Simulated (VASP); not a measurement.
# Ge (P6_3/mmc) in VASP: notebook

Runs on Ge. Level: r2SCAN. Tasks: single point.

Program: VASP 6.6.1. These are calculated values, not measurements. Logs are shortened: lines on timing, memory, paths and dates and some standing lists are left out, and cuts for length are marked.

## Step 1: The cell of the first run

Symmetry: P6_3/mmc, No. 194, hexagonal system. Conventional cell: a = 3.142 Å, b = 3.142 Å, c = 9.875 Å, α = 90.00°, β = 90.00°, γ = 120.00°. Ge (site symmetry -3m) has 12 Ge at 3.06 to 3.14 Å within 4.0 Å. Within 4.0 Å of Ge (site symmetry -6m2) lie 12 Ge at 3.06 to 3.14 Å.

## Step 2: Single point, r2SCAN (volume scaled by 1.12)

Input file POSCAR:

```
Ge
1.0
    3.1419453016      0.0000000000      0.0000000000
   -1.5709726508      2.7210044485      0.0000000000
    0.0000000000      0.0000000000      9.8752839075
Ge
4
Direct
    1.0000000000      0.0000000000      1.0000000000
    1.0000000000      0.0000000000      0.5000000000
    0.3333333333      0.6666666667      0.2500000000
    0.6666666667      0.3333333333      0.7500000000
```

Input file INCAR.step1:

```
PREC = Accurate
ENCUT = 520
ISMEAR = -1
SIGMA = 0.1
LREAL = False
LASPH = True
NELM = 100
NBANDS = 36
GGA = PE
ALGO = Normal
EDIFF = 1E-4
LWAVE = True
LCHARG = False
```

Input file INCAR.step2:

```
PREC = Accurate
ENCUT = 520
EDIFF = 1E-6
ISMEAR = -1
SIGMA = 0.1
LREAL = False
LASPH = True
NELM = 100
ALGO = Normal
ISIF = 2
LWAVE = False
LCHARG = False
METAGGA = R2SCAN
LMIXTAU = True
NBANDS = 36
ISTART = 1
```

Input file KPOINTS:

```
Automatic mesh
0
Gamma
  13 13 4
```

Potentials or basis: VASP PAW PBE potentials, release 64 (Ge_d).

Run with:

```bash
cat potpaw_PBE.64/Ge_d/POTCAR > POTCAR
cp INCAR.step1 INCAR
mpirun -np 1 vasp_std > vasp.out
cp INCAR.step2 INCAR
mpirun -np 1 vasp_std > vasp.out
```

OUTCAR:

```text
PREC = Accurate
   ENCUT = 520
   EDIFF = 1E-6
   ISMEAR = -1
   LREAL = False
   LASPH = True
   NELM = 100
   ISIF = 2
   METAGGA = R2SCAN
   ISTART = 1

 ion  position               nearest neighbor table
   1  0.000  0.000  0.000-
   2  0.000  0.000  0.500-
   3  0.333  0.667  0.250-
   4  0.667  0.333  0.750-

  LATTYP: Found a hexagonal cell.
 ALAT       =     3.1419453016
 C/A-ratio  =     3.1430476853

  Lattice vectors:

 A1 = (   3.1419453016,   0.0000000000,   0.0000000000)
 A2 = (  -1.5709726508,   2.7210044485,   0.0000000000)
 A3 = (   0.0000000000,   0.0000000000,   9.8752839075)

Analysis of symmetry for initial positions (statically):
=====================================================================
 Subroutine PRICEL returns:
 Original cell was already a primitive cell.

 Routine SETGRP: Setting up the symmetry group for a
 hexagonal supercell.

 Subroutine GETGRP returns: Found 24 space group operations
 (whereof 12 operations were pure point group operations)
 out of a pool of 24 trial point group operations.

The static configuration has the point symmetry D_3d.
 The point group associated with its full space group is D_6h.

Analysis of symmetry for dynamics (positions and initial velocities):
=====================================================================
 Subroutine PRICEL returns:
 Original cell was already a primitive cell.

 Routine SETGRP: Setting up the symmetry group for a
 hexagonal supercell.

 Subroutine GETGRP returns: Found 24 space group operations
 (whereof 12 operations were pure point group operations)
 out of a pool of 24 trial point group operations.

The dynamic configuration has the point symmetry D_3d.
 The point group associated with its full space group is D_6h.

 Subroutine INISYM returns: Found 24 space group operations
 (whereof 12 operations are pure point group operations),
 and found     1 'primitive' translations

----------------------------------------------------------------------------------------

                                     Primitive cell

  volume of cell :      84.4262

  direct lattice vectors                    reciprocal lattice vectors
     3.141945302  0.000000000  0.000000000     0.318274159  0.183755672  0.000000000
    -1.570972651  2.721004449  0.000000000     0.000000000  0.367511343  0.000000000
     0.000000000  0.000000000  9.875283908     0.000000000  0.000000000  0.101262911

  length of vectors
     3.141945302  3.141945302  9.875283908     0.367511343  0.367511343  0.101262911

  position of ions in fractional coordinates (direct lattice)
     0.000000000  0.000000000  0.000000000
     0.000000000  0.000000000  0.500000000
     0.333333333  0.666666667  0.250000000
     0.666666667  0.333333333  0.750000000

  ion indices of the primitive-cell ions
   primitive index   ion index
                 1           1
                 2           2
                 3           3
                 4           4

----------------------------------------------------------------------------------------

 KPOINTS: Automatic mesh

Automatic generation of k-mesh.
 Grid dimensions read from file:
 generate k-points for:   13   13    4

 Generating k-lattice:

  Cartesian coordinates                     Fractional coordinates (reciprocal lattice)
     0.024482628  0.014135052  0.000000000     0.076923077  0.000000000  0.000000000
     0.000000000  0.028270103  0.000000000     0.000000000  0.076923077  0.000000000
     0.000000000  0.000000000  0.025315728     0.000000000  0.000000000  0.250000000

  Length of vectors
     0.028270103  0.028270103  0.025315728

  Shift w.r.t. Gamma in fractional coordinates (k-lattice)
     0.000000000  0.000000000  0.000000000

 Subroutine IBZKPT returns following result:
 ===========================================

 Found     63 irreducible k-points:

 Following reciprocal coordinates:
            Coordinates               Weight
  0.000000  0.000000  0.000000      1.000000
  0.076923 -0.000000  0.000000      6.000000
  0.153846 -0.000000  0.000000      6.000000
  0.230769 -0.000000  0.000000      6.000000
  0.307692 -0.000000  0.000000      6.000000
  0.384615 -0.000000  0.000000      6.000000
[... 16 lines left out ...]
  0.076923 -0.000000  0.250000     12.000000
  0.153846 -0.000000  0.250000     12.000000
 [... further k-points ...]
   k-points           NKPTS =     63   k-points in BZ     NKDIM =     63   number of bands    NBANDS=     36
   number of dos      NEDOS =    301   number of ions     NIONS =      4
   total plane-waves  NPLWV =  46080
   dimension x,y,z NGX =    24 NGY =   24 NGZ =   80
   dimension x,y,z NGXF=    48 NGYF=   48 NGZF=  160
   ions per type =               4
   NGX,Y,Z   is equivalent  to a cutoff of  12.70, 12.70, 13.47 a.u.
   NGXF,Y,Z  is equivalent  to a cutoff of  25.40, 25.40, 26.94 a.u.
 SYSTEM =  unknown system
   PREC   = accura    normal or accurate (medium, high low for compatibility)
   ISTART =      1    job   : 0-new  1-cont  2-samecut
   ICHARG =      0    charge: 1-file 2-atom 10-const
   ISPIN  =      1    spin polarized calculation?
   LNONCOLLINEAR =      F non collinear calculations
   LSORBIT =      F    spin-orbit coupling
   LASPH  =      T    aspherical Exc in radial PAW
   ENCUT  =  520.0 eV  38.22 Ry    6.18 a.u.   5.84  5.84 18.36*2*pi/ulx,y,z
   NELM   =    100;   NELMIN=  2; NELMDL=  0     # of ELM steps
   EDIFF  = 0.1E-05   stopping-criterion for ELM
   LREAL  =      F    real-space projection
   EDIFFG = 0.1E-04   stopping-criterion for IOM
   NSW    =      0    number of steps for IOM
   IBRION =     -1    ionic relax: 0-MD 1-quasi-New 2-CG
   NFREE  =      0    steps in history (QN), initial steepest desc. (CG)
   ISIF   =      2    stress and relaxation
   ISYM   =      2    0-nonsym 1-usesym 2-fastsym
   POTIM  = 0.5000    time-step for ionic-motion
   TEBEG  =    0.0;   TEEND  =   0.0 temperature during run
   PSTRESS=    0.0 pullay stress
   NELECT =      56.0000    total number of electrons
   NUPDOWN=      -1.0000    fix difference up-down
   EMIN   =  10.00;   EMAX   =-10.00  energy-range for DOS
   EFERMI =   0.00;   METHOD = LEGACY
   ISMEAR =    -1;   SIGMA  =   0.10  broadening in eV -4-tet -1-fermi 0-gaus
   EFERMI_NEDOS =   21; number of points for ismear=-14 and -15
   IALGO  =     38    algorithm
   IMIX   =      4    mixing-type and parameters
     AMIX     =   0.40;   BMIX     =  1.00
     AMIX_MAG =   1.60;   BMIX_MAG =  1.00
  volume/ion in A,a.u.               =      21.11       142.43
  Fermi-wavevector in a.u.,A,eV,Ry     =   1.427726  2.698012 27.734156  2.038403
  Thomas-Fermi vector in A             =   2.547865
   LORBIT       =      0    0 simple, 1 ext, 2 COOP (PROOUT), +10 PAW based schemes
   METAGGA = R2SCAN    functional components
   LHFCALC =     F    Hartree Fock is set to
   AEXX    =    0.0000 exact exchange contribution
   IVDW    =     0    specifies the selected vdW correction
   LEPSILON=     F    determine dielectric tensor
   LRPA    =     F    only Hartree local field effects (RPA)
 non-spin polarized calculation
  energy-cutoff  :      520.00
  volume of cell :       84.43
 maximum number of plane-waves:      2298
 NGX is ok and might be reduce to    24
   NGX = 11   NGY = 11   NGZ = 37

 number of electron      56.0000002 magnetization

 Free energy of the ion-electron system (eV)
  ---------------------------------------------------
  ext. energy  EPLUGINS =         0.00000000
  ---------------------------------------------------
  free energy    TOTEN  =       -52.99226944 eV

  energy without entropy =      -52.92797769  energy(sigma->0) =      -52.96012356

 E-fermi :   5.5617     XC(G=0): -11.8162

 val. band max:        5.5485485773   @ k =   0.2308  -0.0000   0.0000
 cond. band min:       5.5743006336   @ k =   0.3077   0.2308   0.0000
 fundamental gap:      0.0257520563
 Fermi energy:         5.5616608717

 k-point     1 :       0.0000    0.0000    0.0000
  band No.  band energies     occupation
      1     -19.9342      2.00000
      2     -19.9341      2.00000
      3     -19.9295      2.00000
      4     -19.9295      2.00000
      5     -19.9252      2.00000
      6     -19.9221      2.00000
[... 28 lines left out ...]
     35      13.5089      0.00000
     36      14.5315      0.00000

 k-point     2 :       0.0769   -0.0000    0.0000
  band No.  band energies     occupation
      1     -19.9345      2.00000
      2     -19.9316      2.00000
      3     -19.9305      2.00000
      4     -19.9291      2.00000
      5     -19.9263      2.00000
      6     -19.9246      2.00000
[... 28 lines left out ...]
     35      13.6097      0.00000
     36      14.2446      0.00000

 k-point     3 :       0.1538   -0.0000    0.0000
  band No.  band energies     occupation
      1     -19.9380      2.00000
      2     -19.9363      2.00000
      3     -19.9335      2.00000
      4     -19.9261      2.00000
      5     -19.9240      2.00000
      6     -19.9208      2.00000
[... 28 lines left out ...]
     35      13.4380      0.00000
     36      13.5317      0.00000

 k-point     4 :       0.2308   -0.0000    0.0000
  band No.  band energies     occupation
      1     -19.9476      2.00000
      2     -19.9399      2.00000
      3     -19.9371      2.00000
      4     -19.9245      2.00000
      5     -19.9243      2.00000
      6     -19.9236      2.00000
[... 28 lines left out ...]
     35      12.2328      0.00000
     36      13.1242      0.00000

 k-point     5 :       0.3077   -0.0000    0.0000
  band No.  band energies     occupation
      1     -19.9565      2.00000
      2     -19.9446      2.00000
      3     -19.9401      2.00000
      4     -19.9311      2.00000
      5     -19.9263      2.00000
      6     -19.9258      2.00000
[... 655 lines left out ...]
 k-point    22 :       0.0000    0.0000    0.2500
  band No.  band energies     occupation
      1     -19.9326      2.00000
      2     -19.9326      2.00000
      3     -19.9285      2.00000
      4     -19.9284      2.00000
      5     -19.9248      2.00000
      6     -19.9241      2.00000
[... 28 lines left out ...]
     35      13.3989      0.00000
     36      13.7071      0.00000

 k-point    23 :       0.0769   -0.0000    0.2500
  band No.  band energies     occupation
      1     -19.9338      2.00000
      2     -19.9301      2.00000
      3     -19.9299      2.00000
      4     -19.9294      2.00000
      5     -19.9251      2.00000
      6     -19.9251      2.00000
[... 28 lines left out ...]
     35      13.4698      0.00000
     36      13.6252      0.00000

 k-point    24 :       0.1538   -0.0000    0.2500
  band No.  band energies     occupation
      1     -19.9383      2.00000
      2     -19.9376      2.00000
      3     -19.9313      2.00000
      4     -19.9250      2.00000
      5     -19.9245      2.00000
      6     -19.9193      2.00000
[... 28 lines left out ...]
     35      13.1733      0.00000
     36      13.3059      0.00000

 [... further k-points ...]
[... 5 lines left out ...]
  --------------------------------------------------------------------------------------
  -------------------------------------------------------------------------------------
  Total       -3.4497292     -3.4497292     -2.3415695      0.0000000      0.0000000      0.0000000
  in kB      -65.4663500    -65.4663500    -44.4365329      0.0000000      0.0000000      0.0000000
  external PRESSURE =     -58.4564110 kB  Pullay stress =       0.0000000 kB

 VOLUME and BASIS-vectors are now :
 -----------------------------------------------------------------------------
  energy-cutoff  :      520.00
  volume of cell :       84.43
      direct lattice vectors                 reciprocal lattice vectors
     3.141945302  0.000000000  0.000000000     0.318274159  0.183755672  0.000000000
    -1.570972651  2.721004449  0.000000000     0.000000000  0.367511343  0.000000000
     0.000000000  0.000000000  9.875283908     0.000000000  0.000000000  0.101262911

 POSITION                                       TOTAL-FORCE (eV/Angst)
 -----------------------------------------------------------------------------------
      0.00000      0.00000      0.00000        -0.000000      0.000000      0.000000
      0.00000      0.00000      4.93764        -0.000000      0.000000      0.000000
     -0.00000      1.81400      2.46882         0.000000     -0.000000     -0.000000
      1.57097      0.90700      7.40646        -0.000000      0.000000      0.000000
 -----------------------------------------------------------------------------------
    total drift:                               -0.000000      0.000000     -0.000000

  FREE ENERGIE OF THE ION-ELECTRON SYSTEM (eV)
  ---------------------------------------------------
  free  energy   TOTEN  =       -52.9922694384 eV

  energy  without entropy=      -52.9279776914  energy(sigma->0) =      -52.96012356
```

It took 7.2 min on 1 thread of AMD EPYC 9R45 (Zen 5), shared host; peak memory 0.26 GiB.

What came out:

| Quantity | Value |
| --- | --- |
| Free energy | -52.9923 eV |
| Pressure | -5.8 GPa |
| Band gap on the k mesh | zero (band 28 reaches 11.69 eV, above the bottom of band 29 at 3.17 eV) |

Stress tensor (GPa, compression positive):
```
-6.55  0.00  0.00
 0.00 -6.55  0.00
 0.00  0.00 -4.44
```

Caveat: the cell differs from its parent crystal (volume scaled by 1.12); the PAW data sets were made with another functional, which shifts forces and pressure a little.

## Step 3: Single point, r2SCAN

This run uses another cell than the first one, of 18.85 Å³/atom, 0.893 times its volume.

Input file POSCAR:

```
Ge
1.0
    3.0254683394      0.0000000000      0.0000000000
   -1.5127341697      2.6201324403      0.0000000000
    0.0000000000      0.0000000000      9.5091912612
Ge
4
Direct
    1.0000000000      0.0000000000      1.0000000000
    1.0000000000      0.0000000000      0.5000000000
    0.3333333333      0.6666666667      0.2500000000
    0.6666666667      0.3333333333      0.7500000000
```

Input file INCAR.step1:

```
SYSTEM = Ge
  PREC = Accurate
  ENCUT = 520
  ISMEAR = -1
  SIGMA = 0.1
  LREAL = .False.
  LASPH = .True.
  NELM = 80
  NBANDS = 36
  GGA = PE
  ALGO = Normal
  EDIFF = 1E-4
  LWAVE = .True.
  LCHARG = .False.
```

Input file INCAR.step2:

```
SYSTEM = Ge
  PREC = Accurate
  ENCUT = 520
  EDIFF = 1E-7
  ISMEAR = -1
  SIGMA = 0.1
  LREAL = .False.
  LASPH = .True.
  NELM = 80
  ALGO = Normal
  ISIF = 2
  LWAVE = .False.
  LCHARG = .False.
  METAGGA = R2SCAN
  LMIXTAU = .True.
  NBANDS = 36
  ISTART = 1
```

Input file KPOINTS:

```
regular mesh
0
Gamma
  16 16 5
  0 0 0
```

Potentials or basis: VASP PAW PBE potentials, release 64 (Ge_d).

Run with:

```bash
cat potpaw_PBE.64/Ge_d/POTCAR > POTCAR
cp INCAR.step1 INCAR
mpirun -np 1 vasp_std > vasp.out
cp INCAR.step2 INCAR
mpirun -np 1 vasp_std > vasp.out
```

Run time: 11 min. Hardware: 1 thread of AMD EPYC 9R45 (Zen 5), shared host; peak memory 0.28 GiB.

Results (log left out):

- Free energy: -53.1791 eV
- Pressure: 0.1 GPa
- Band gap on the k mesh: zero (band 28 reaches 13.54 eV, above the bottom of band 29 at 3.84 eV)

Stress tensor (GPa, compression positive):
```
0.00 0.00 0.00
0.00 0.00 0.00
0.00 0.00 0.32
```

Levels at points of the mesh, in eV from the Fermi level:
```
           k point  band 25  band 26  band 27  band 28  band 29  band 30  band 31  band 32
(0.00, 0.00, 0.00)    -5.82     1.89     1.90     6.57     6.57     7.47     7.47     7.71
(0.50, 0.00, 0.00)    -5.71    -5.34    -2.14    -1.70    -0.54     0.49     2.27     3.99
```

Caveat: the PAW data sets were made with another functional, which shifts forces and pressure a little.
